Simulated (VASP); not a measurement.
GeP5:

```
Ge P
1.0
     4.90713    0.00000    0.00000
    -2.45356    4.24970    0.00000
     0.00000    0.00000    5.48444
Ge P
1 5
Direct
  0.00000 0.00000 0.00000
  0.50000 0.00000 0.00000
  0.00000 0.50000 0.00000
  0.50000 0.50000 0.00000
  0.33333 0.66667 0.50000
  0.66667 0.33333 0.50000
```

The cell was generated, and may not be a known phase.

```yaml
Program: VASP 6.6.1
Task: relaxation of cell and atoms
Functional: PBE
Potentials_or_basis: VASP PAW PBE potentials, release 64 (Ge_d, P)
Cutoff: 600 eV
k_mesh: 6 × 6 × 4
Occupations: gaussian, width 0.1 eV
Spin: no spin polarisation
```

At the start: pressure 0.6 GPa; volume 19.06 Å³/atom.

Q: How do energy, volume and symmetry change on relaxing?

A: Over 15 steps the energy falls by 624.8 meV/atom and the volume is 17.40 Å³/atom (-8.7 %); space group P6/mmm (No. 191, to 0.1 Å) before and after.

The path:
| step | energy change (eV) | largest force (eV/Å) | pressure (GPa) | volume (Å³) |
| --- | --- | --- | --- | --- |
| 1 | 0.0000 | 0.0000 | 0.58 | 114.37 |
| 2 | -0.1604 | 0.0000 | -1.02 | 115.44 |
| 3 | -0.7193 | 0.0000 | -3.82 | 117.76 |
| 4 | -1.8502 | 0.0000 | -6.79 | 117.82 |
| 5 | -0.2090 | 0.0000 | 22.49 | 95.31 |
| 6 | -3.0768 | 0.0000 | -7.89 | 115.62 |
| 7 | -3.5610 | 0.0000 | -1.84 | 108.08 |
| 8 | -3.6084 | 0.0000 | -4.72 | 112.04 |
| 9 | -3.7176 | 0.0000 | -0.72 | 105.46 |
| 10 | -3.7262 | 0.0000 | -1.50 | 106.57 |
| 11 | -3.7262 | 0.0000 | -1.75 | 106.89 |
| 12 | -3.7263 | 0.0000 | -1.68 | 106.76 |
| 13 | -3.7471 | 0.0000 | -0.61 | 105.23 |
| 14 | -3.7482 | 0.0000 | -0.31 | 104.79 |
| 15 | -3.7488 | 0.0000 | -0.01 | 104.42 |

Final structure:
```xyz
6
Lattice="6.1842 0.0000 0.0000 -3.0921 5.3556 0.0000 0.0000 0.0000 3.1529" Properties=species:S:1:pos:R:3 pbc="T T T"
Ge    0.0000    0.0000    0.0000
P     3.0921    0.0000    3.1529
P    -1.5460    2.6778    0.0000
P     1.5460    2.6778    3.1529
P     0.0000    3.5704    1.5764
P     3.0921    1.7852    1.5764
```

Caveat: a cell axis changed by over 15 % at a fixed basis, so the end point is rough; an odd number of electrons without spin polarisation forces a metal; a magnetic or distorted state may lie lower.
